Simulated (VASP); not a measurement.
Runs of VASP 6.6.1 on Ir. Symmetry: Fm-3m, No. 225, cubic system. The conventional cell has a = 3.831 Å, b = 3.831 Å, c = 3.831 Å, α = 90.00°, β = 90.00°, γ = 90.00°. Ir (site symmetry m-3m) has 12 Ir at 2.71 Å within 3.6 Å. 

```csv
k mesh,gap on the mesh (eV),pressure (GPa)
3 × 3 × 3,none,39.9
6 × 6 × 6,none,13.9
8 × 8 × 8,none,14.4
12 × 12 × 12,none,12.4
10 × 10 × 10,none,(b)
5 × 5 × 5,none,(a)
```

Alike in all rows: task single point; level PBE; potentials or basis VASP PAW PBE potentials, release 64 (Ir); no spin polarisation; cell as given; cutoff (eV) 520; smearing fermi-dirac 0.15 eV.

Estimate the missing entries.

(a) 17.6; (b) 12.8.

Caveats: some runs use coarse meshes; spin-orbit coupling is left out, which moves the levels of the heavy elements.

A k mesh can miss the band edges, and the runs leave out spin-orbit coupling on Ir.

A gap of «none» marks levels without a gap at the run's occupations.
